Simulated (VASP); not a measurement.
Input of a VASP 6.6.1 run:

The input INCAR:

```
PREC = Accurate
ENCUT = 520
EDIFF = 1E-6
ISMEAR = 0
SIGMA = 0.05
LREAL = False
LASPH = True
NELM = 150
ALGO = Normal
ISIF = 2
LWAVE = False
LCHARG = False
ISPIN = 2
MAGMOM = 2 -2 0 0
LORBIT = 11
LMAXMIX = 4
LDAU = True
LDAUTYPE = 2
LDAUL = 2 -1
LDAUU = 7 0
LDAUJ = 0 0
LDAUPRINT = 1
GGA = PE
NBANDS = 28
```

File KPOINTS:

```
Automatic mesh
0
Gamma
  8 8 8
```

File POSCAR:

```
NiO
1.0
    0.0000000000      2.0913095100      2.0913095100
    2.0913095100      0.0000000000      2.0913095100
    4.1826190200      4.1826190200      0.0000000000
Ni O
2 2
Direct
    0.0000000000      0.0000000000      0.0000000000
    0.0000000000      0.0000000000      0.5000000000
    0.5000000000      0.5000000000      0.2500000000
    0.5000000000      0.5000000000      0.7500000000
```

Potentials or basis: VASP PAW PBE potentials, release 64 (Ni, O).

Launch:

```sh
$ cat potpaw_PBE.64/Ni/POTCAR potpaw_PBE.64/O/POTCAR > POTCAR
$ mpirun -np 1 vasp_std > vasp.out
```

(1) Predict the band gap on the k mesh.

(2) What does it give for the site moments?

Results:

(1) 3.47 eV.

(2) Ni +1.78, -1.78; O +0.00 μB.
